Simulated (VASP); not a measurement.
## SiC: single point with PBE

The system is SiC.

```
Si C
1.0
     2.18986   -2.18986    0.00000
     2.18986    0.00000   -2.18986
     9.62548    9.62548    9.62548
Si C
6 6
Direct
  0.00000 0.00000 0.36019
  0.33333 0.33333 0.20852
  0.66667 0.66667 0.51186
  0.00000 0.00000 0.81520
  0.33333 0.33333 0.66353
  0.66667 0.66667 0.05685
  0.66667 0.66667 0.39811
  0.00000 0.00000 0.24644
  0.33333 0.33333 0.54978
  0.66667 0.66667 0.85312
  0.00000 0.00000 0.70145
  0.33333 0.33333 0.09476
```

```yaml
Program: VASP 6.6.1
Task: single point
Functional: PBE
Potentials_or_basis: VASP PAW PBE potentials, release 64 (Si, C)
Cutoff: 520 eV
k_mesh: 10 × 10 × 2
Occupations: gaussian, width 0.05 eV
Spin: no spin polarisation
Dipole_correction: no
Further_INCAR_settings: ALGO = Normal; EDIFF = 1e-06; NBANDS = 36
```

The pressure is -2.1 GPa. The largest force is 2.802 eV/Å. The band gap on the k mesh is 0.02 eV, indirect (least direct gap 0.83 eV).

Forces on the atoms (eV/Å):
```
Si   0.161  0.161  0.161
Si   0.206  0.206  0.206
Si   0.150  0.150  0.150
Si   1.618  1.618  1.618
Si   0.219  0.219  0.219
Si  -0.504 -0.504 -0.504
C   -0.151 -0.151 -0.151
C   -0.175 -0.175 -0.175
C   -0.161 -0.161 -0.161
C   -0.597 -0.597 -0.597
C   -0.342 -0.342 -0.342
C   -0.423 -0.423 -0.423
```

Stress tensor (GPa, compression positive):
```
-2.14 -2.09 -2.09
-2.09 -2.14 -2.09
-2.09 -2.09 -2.14
```

Levels at points of the mesh, in eV from the valence-band top:
| k point | band 20 | band 21 | band 22 | band 23 | band 24 | band 25 | band 26 | band 27 | band 28 | band 29 |
| --- | --- | --- | --- | --- | --- | --- | --- | --- | --- | --- |
| (0.00, 0.00, 0.00) | -1.11 | -1.11 | -0.74 | 0.00 | 0.00 | 0.97 | 3.98 | 4.36 | 4.70 | 5.01 |
| (0.50, 0.00, 0.00) | -2.97 | -2.78 | -2.44 | -1.44 | -0.81 | 0.02 | 1.04 | 1.59 | 2.34 | 3.35 |
| (0.00, 0.00, 0.50) | -1.11 | -1.11 | -1.08 | 0.00 | 0.00 | 1.09 | 3.97 | 4.36 | 4.69 | 5.00 |
| (0.50, 0.00, 0.50) | -2.98 | -2.71 | -2.43 | -1.44 | -0.91 | 0.20 | 0.84 | 1.68 | 2.43 | 3.15 |

Wall time 88 s on 1 thread of Intel(R) Xeon(R) 6975P-C (Granite Rapids), with other jobs on the host, peak memory 0.29 GiB.

Caveat: forces of over 1 eV/Å act on the atoms, so gaps and moduli don't describe the material at rest. A k mesh can miss the band edges.
